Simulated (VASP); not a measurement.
# Ge2Cl (Pnma) in VASP: single point with PBE

Aim: the single point of Ge2Cl with PBE.

All numbers are computed with VASP 6.6.1; they aren't measurements. Logs are shortened: lines on timing, memory, paths and dates and some standing lists are left out, and cuts for length are marked.

## Step 1: The cell of the first run

It takes space group Pnma (No. 62, orthorhombic). The conventional cell has a = 6.815 Å, b = 3.708 Å, c = 9.221 Å, α = 90.00°, β = 90.00°, γ = 90.00°. Ge (site symmetry m) has 10 Ge at 2.72 to 3.80 Å and 4 Cl at 2.77 to 2.89 Å within 3.9 Å. Within 4.3 Å of Ge (site symmetry m) lie 5 Cl at 2.85 to 3.08 Å and 13 Ge at 2.89 to 4.21 Å. Within 3.8 Å of Cl (site symmetry m) lie 9 Ge at 2.77 to 3.08 Å and 4 Cl at 3.70 to 3.71 Å.

## Step 2: Single point, PBE

Input file INCAR:

```
  PREC = Accurate
  ENCUT = 520
  EDIFF = 1E-6
  ISMEAR = -1
  SIGMA = 0.1
  LREAL = F
  LASPH = T
  NELM = 80
  ALGO = Normal
  ISIF = 2
  LWAVE = F
  LCHARG = F
  GGA = PE
  NBANDS = 82
  KPAR = 2
```

Input file KPOINTS:

```
regular mesh
0
Gamma
  5 9 4
```

Input file POSCAR:

```
Ge2Cl
1.0
    6.8154730000      0.0000000000      0.0000000000
    0.0000000000      3.7080560000      0.0000000000
    0.0000000000      0.0000000000      9.2212500000
Ge Cl
8 4
Direct
    0.8650000000      0.2500000000      0.0407000000
    0.6350000000      0.7500000000      0.5407000000
    0.3650000000      0.2500000000      0.4593000000
    0.1350000000      0.7500000000      0.9593000000
    0.9369000000      0.2500000000      0.6319000000
    0.5631000000      0.7500000000      0.1319000000
    0.4369000000      0.2500000000      0.8681000000
    0.0631000000      0.7500000000      0.3681000000
    0.2498000000      0.2500000000      0.1716000000
    0.2502000000      0.7500000000      0.6716000000
    0.7498000000      0.2500000000      0.3284000000
    0.7502000000      0.7500000000      0.8284000000
```

Potentials or basis: VASP PAW PBE potentials, release 64 (Ge_d, Cl).

Started as:

```console
cat potpaw_PBE.64/Ge_d/POTCAR potpaw_PBE.64/Cl/POTCAR > POTCAR
mpirun -np 2 vasp_std > vasp.out
```

OUTCAR:

```text
PREC = Accurate
   ENCUT = 520
   EDIFF = 1E-6
   ISMEAR = -1
   LREAL = F
   LASPH = T
   NELM = 80
   ISIF = 2
   GGA = PE

 ion  position               nearest neighbor table
   1  0.865  0.250  0.041-   4 2.72   4 2.72  11 2.77   6 2.89   6 2.89
   2  0.635  0.750  0.541-   3 2.72   3 2.72  12 2.77   5 2.89   5 2.89
   3  0.365  0.250  0.459-   2 2.72   2 2.72   9 2.77   8 2.89   8 2.89
   4  0.135  0.750  0.959-   1 2.72   1 2.72  10 2.77   7 2.89   7 2.89
   5  0.937  0.250  0.632-   2 2.89   2 2.89
   6  0.563  0.750  0.132-   1 2.89   1 2.89
   7  0.437  0.250  0.868-   4 2.89   4 2.89
   8  0.063  0.750  0.368-   3 2.89   3 2.89
   9  0.250  0.250  0.172-   3 2.77
  10  0.250  0.750  0.672-   4 2.77
  11  0.750  0.250  0.328-   1 2.77
  12  0.750  0.750  0.828-   2 2.77

  LATTYP: Found a simple orthorhombic cell.
 ALAT       =     3.7080560000
 B/A-ratio  =     1.8380178185
 C/A-ratio  =     2.4868151937

  Lattice vectors:

 A1 = (   0.0000000000,  -3.7080560000,   0.0000000000)
 A2 = (   6.8154730000,   0.0000000000,   0.0000000000)
 A3 = (   0.0000000000,   0.0000000000,   9.2212500000)

Analysis of symmetry for initial positions (statically):
=====================================================================
 Subroutine PRICEL returns:
 Original cell was already a primitive cell.

 Routine SETGRP: Setting up the symmetry group for a
 simple orthorhombic supercell.

 Subroutine GETGRP returns: Found  8 space group operations
 (whereof  2 operations were pure point group operations)
 out of a pool of  8 trial point group operations.

The static configuration has the point symmetry S_2 .
 The point group associated with its full space group is D_2h.

Analysis of symmetry for dynamics (positions and initial velocities):
=====================================================================
 Subroutine PRICEL returns:
 Original cell was already a primitive cell.

 Routine SETGRP: Setting up the symmetry group for a
 simple orthorhombic supercell.

 Subroutine GETGRP returns: Found  8 space group operations
 (whereof  2 operations were pure point group operations)
 out of a pool of  8 trial point group operations.

The dynamic configuration has the point symmetry S_2 .
 The point group associated with its full space group is D_2h.

 Subroutine INISYM returns: Found  8 space group operations
 (whereof  2 operations are pure point group operations),
 and found     1 'primitive' translations

----------------------------------------------------------------------------------------

                                     Primitive cell

  volume of cell :     233.0409

  direct lattice vectors                    reciprocal lattice vectors
     6.815473000  0.000000000  0.000000000     0.146724960  0.000000000  0.000000000
     0.000000000  3.708056000  0.000000000     0.000000000  0.269683090  0.000000000
     0.000000000  0.000000000  9.221250000     0.000000000  0.000000000  0.108445167

  length of vectors
     6.815473000  3.708056000  9.221250000     0.146724960  0.269683090  0.108445167

  position of ions in fractional coordinates (direct lattice)
     0.865000000  0.250000000  0.040700000
     0.635000000  0.750000000  0.540700000
     0.365000000  0.250000000  0.459300000
     0.135000000  0.750000000  0.959300000
     0.936900000  0.250000000  0.631900000
     0.563100000  0.750000000  0.131900000
     0.436900000  0.250000000  0.868100000
     0.063100000  0.750000000  0.368100000
     0.249800000  0.250000000  0.171600000
     0.250200000  0.750000000  0.671600000
     0.749800000  0.250000000  0.328400000
     0.750200000  0.750000000  0.828400000

  ion indices of the primitive-cell ions
   primitive index   ion index
                 1           1
                 2           2
                 3           3
                 4           4
                 5           5
                 6           6
                 7           7
                 8           8
                 9           9
                10          10
                11          11
                12          12

----------------------------------------------------------------------------------------

 KPOINTS: regular mesh

Automatic generation of k-mesh.
 Grid dimensions read from file:
 generate k-points for:    5    9    4

 Generating k-lattice:

  Cartesian coordinates                     Fractional coordinates (reciprocal lattice)
     0.029344992  0.000000000  0.000000000     0.200000000  0.000000000  0.000000000
     0.000000000  0.029964788  0.000000000     0.000000000  0.111111111  0.000000000
     0.000000000  0.000000000  0.027111292     0.000000000  0.000000000  0.250000000

  Length of vectors
     0.029344992  0.029964788  0.027111292

  Shift w.r.t. Gamma in fractional coordinates (k-lattice)
     0.000000000  0.000000000  0.000000000

 Subroutine IBZKPT returns following result:
 ===========================================

 Found     45 irreducible k-points:

 Following reciprocal coordinates:
            Coordinates               Weight
  0.000000  0.000000  0.000000      1.000000
  0.200000  0.000000  0.000000      2.000000
  0.400000  0.000000  0.000000      2.000000
  0.000000  0.111111  0.000000      2.000000
  0.200000  0.111111  0.000000      4.000000
  0.400000  0.111111  0.000000      4.000000
[... 16 lines left out ...]
  0.200000  0.222222  0.250000      8.000000
  0.400000  0.222222  0.250000      8.000000
 [... further k-points ...]
   k-points           NKPTS =     45   k-points in BZ     NKDIM =     45   number of bands    NBANDS=     82
   number of dos      NEDOS =    301   number of ions     NIONS =     12
   total plane-waves  NPLWV = 105840
   dimension x,y,z NGX =    54 NGY =   28 NGZ =   70
   dimension x,y,z NGXF=   108 NGYF=   56 NGZF=  140
   ions per type =               8   4
   NGX,Y,Z   is equivalent  to a cutoff of  13.17, 12.55, 12.62 a.u.
   NGXF,Y,Z  is equivalent  to a cutoff of  26.34, 25.11, 25.24 a.u.
 SYSTEM =  unknown system
   PREC   = accura    normal or accurate (medium, high low for compatibility)
   ISTART =      0    job   : 0-new  1-cont  2-samecut
   ICHARG =      2    charge: 1-file 2-atom 10-const
   ISPIN  =      1    spin polarized calculation?
   LNONCOLLINEAR =      F non collinear calculations
   LSORBIT =      F    spin-orbit coupling
   LASPH  =      T    aspherical Exc in radial PAW
   ENCUT  =  520.0 eV  38.22 Ry    6.18 a.u.  12.67  6.89 17.15*2*pi/ulx,y,z
   NELM   =     80;   NELMIN=  2; NELMDL= -5     # of ELM steps
   EDIFF  = 0.1E-05   stopping-criterion for ELM
   LREAL  =      F    real-space projection
   EDIFFG = 0.1E-04   stopping-criterion for IOM
   NSW    =      0    number of steps for IOM
   IBRION =     -1    ionic relax: 0-MD 1-quasi-New 2-CG
   NFREE  =      0    steps in history (QN), initial steepest desc. (CG)
   ISIF   =      2    stress and relaxation
   ISYM   =      2    0-nonsym 1-usesym 2-fastsym
   POTIM  = 0.5000    time-step for ionic-motion
   TEBEG  =    0.0;   TEEND  =   0.0 temperature during run
   PSTRESS=    0.0 pullay stress
   NELECT =     140.0000    total number of electrons
   NUPDOWN=      -1.0000    fix difference up-down
   EMIN   =  10.00;   EMAX   =-10.00  energy-range for DOS
   EFERMI =   0.00;   METHOD = LEGACY
   ISMEAR =    -1;   SIGMA  =   0.10  broadening in eV -4-tet -1-fermi 0-gaus
   EFERMI_NEDOS =   21; number of points for ismear=-14 and -15
   IALGO  =     38    algorithm
   IMIX   =      4    mixing-type and parameters
     AMIX     =   0.40;   BMIX     =  1.00
     AMIX_MAG =   1.60;   BMIX_MAG =  1.00
  volume/ion in A,a.u.               =      19.42       131.05
  Fermi-wavevector in a.u.,A,eV,Ry     =   1.381360  2.610392 25.962024  1.908155
  Thomas-Fermi vector in A             =   2.506151
   LORBIT       =      0    0 simple, 1 ext, 2 COOP (PROOUT), +10 PAW based schemes
   GGA     = PE    functional components
   LHFCALC =     F    Hartree Fock is set to
   AEXX    =    0.0000 exact exchange contribution
   IVDW    =     0    specifies the selected vdW correction
   LEPSILON=     F    determine dielectric tensor
   LRPA    =     F    only Hartree local field effects (RPA)
 non-spin polarized calculation
  energy-cutoff  :      520.00
  volume of cell :      233.04
 maximum number of plane-waves:      6296
 NGX is ok and might be reduce to    54
   NGX = 25   NGY = 13   NGZ = 35

 number of electron     139.9999970 magnetization

 Free energy of the ion-electron system (eV)
  ---------------------------------------------------
  ext. energy  EPLUGINS =         0.00000000
  ---------------------------------------------------
  free energy    TOTEN  =       -39.60077646 eV

  energy without entropy =      -39.42817879  energy(sigma->0) =      -39.51447762

 E-fermi :   6.4342     XC(G=0): -10.7106

 val. band max:        6.4326753326   @ k =   0.0000   0.2222   0.2500
 cond. band min:       6.4364648874   @ k =   0.4000   0.2222   0.0000
 fundamental gap:      0.0037895548
 Fermi energy:         6.4342036476

 k-point     1 :       0.0000    0.0000    0.0000
  band No.  band energies     occupation
      1     -18.6986      2.00000
      2     -18.6975      2.00000
      3     -18.6975      2.00000
      4     -18.6970      2.00000
      5     -18.6924      2.00000
      6     -18.6911      2.00000
[... 74 lines left out ...]
     81       9.2947      0.00000
     82       9.7193      0.00000

 k-point     2 :       0.2000    0.0000    0.0000
  band No.  band energies     occupation
      1     -18.6986      2.00000
      2     -18.6979      2.00000
      3     -18.6974      2.00000
      4     -18.6971      2.00000
      5     -18.6955      2.00000
      6     -18.6947      2.00000
[... 74 lines left out ...]
     81       9.2861      0.00000
     82       9.9962      0.00000
[... 1783 lines left out ...]
     81       9.4294      0.00000
     82       9.7069      0.00000

 k-point    24 :       0.4000    0.2222    0.2500
  band No.  band energies     occupation
      1     -18.6996      2.00000
      2     -18.6989      2.00000
      3     -18.6982      2.00000
      4     -18.6972      2.00000
      5     -18.6953      2.00000
      6     -18.6942      2.00000
[... 74 lines left out ...]
     81       9.3196      0.00000
     82       9.3491      0.00000

 [... further k-points ...]

------------------------ aborting loop because EDIFF is reached ----------------------------------------

  FORCE on cell =-STRESS in cart. coord.  units (eV):
  Direction    XX          YY          ZZ          XY          YZ          ZX
  --------------------------------------------------------------------------------------
  -------------------------------------------------------------------------------------
  Total        8.2737403      5.9726101     16.6601957     -0.0000000      0.0000000      0.0000000
  in kB       56.8827237     41.0622426    114.5403742     -0.0000000      0.0000000      0.0000000
  external PRESSURE =      70.8284468 kB  Pullay stress =       0.0000000 kB

 VOLUME and BASIS-vectors are now :
 -----------------------------------------------------------------------------
  energy-cutoff  :      520.00
  volume of cell :      233.04
      direct lattice vectors                 reciprocal lattice vectors
     6.815473000  0.000000000  0.000000000     0.146724960  0.000000000  0.000000000
     0.000000000  3.708056000  0.000000000     0.000000000  0.269683090  0.000000000
     0.000000000  0.000000000  9.221250000     0.000000000  0.000000000  0.108445167

 POSITION                                       TOTAL-FORCE (eV/Angst)
 -----------------------------------------------------------------------------------
      5.89538      0.92701      0.37530        -0.378611      0.000000      0.132273
      4.32783      2.78104      4.98593         0.378611      0.000000      0.132273
      2.48765      0.92701      4.23532        -0.378611     -0.000000     -0.132273
      0.92009      2.78104      8.84595         0.378611      0.000000     -0.132273
      6.38542      0.92701      5.82691        -0.265978     -0.000000     -0.842430
      3.83779      2.78104      1.21628         0.265978     -0.000000     -0.842430
      2.97768      0.92701      8.00497        -0.265978     -0.000000      0.842430
      0.43006      2.78104      3.39434         0.265978      0.000000      0.842430
      1.70251      0.92701      1.58237         0.119598      0.000000      0.560037
      1.70523      2.78104      6.19299        -0.119598      0.000000      0.560037
      5.11024      0.92701      3.02826         0.119598     -0.000000     -0.560037
      5.11297      2.78104      7.63888        -0.119598      0.000000     -0.560037
 -----------------------------------------------------------------------------------
    total drift:                                0.000000     -0.000000      0.000000

  FREE ENERGIE OF THE ION-ELECTRON SYSTEM (eV)
  ---------------------------------------------------
  free  energy   TOTEN  =       -39.6007764574 eV

  energy  without entropy=      -39.4281787856  energy(sigma->0) =      -39.51447762
```

It took 7.2 min on 2 MPI ranks of AMD EPYC 7R13 (Zen 3), shared host; peak memory 0.68 GiB.

What came out:

* Free energy: -39.6008 eV
* Pressure: 7.1 GPa
* Largest force: 0.883 eV/Å
* Band gap on the k mesh: zero (bands 70 and 71 overlap by 1.15 eV)

Forces in eV/Å, atoms in the order of the input:
```
Ge  -0.379  0.000  0.132
Ge   0.379  0.000  0.132
Ge  -0.379  0.000 -0.132
Ge   0.379  0.000 -0.132
Ge  -0.266  0.000 -0.842
Ge   0.266  0.000 -0.842
Ge  -0.266  0.000  0.842
Ge   0.266  0.000  0.842
Cl   0.120  0.000  0.560
Cl  -0.120  0.000  0.560
Cl   0.120  0.000 -0.560
Cl  -0.120  0.000 -0.560
```

Levels at points of the mesh, in eV from the Fermi level:
| k point | band 67 | band 68 | band 69 | band 70 | band 71 | band 72 | band 73 | band 74 |
| --- | --- | --- | --- | --- | --- | --- | --- | --- |
| (0.00, 0.00, 0.00) | -0.61 | -0.40 | -0.16 | 0.56 | 0.79 | 0.89 | 0.97 | 1.27 |
| (0.00, 0.00, 0.50) | -0.35 | -0.35 | 0.14 | 0.14 | 1.10 | 1.10 | 1.33 | 1.33 |

Caveat: the stress differs along the axes, from 4 to 11 GPa.
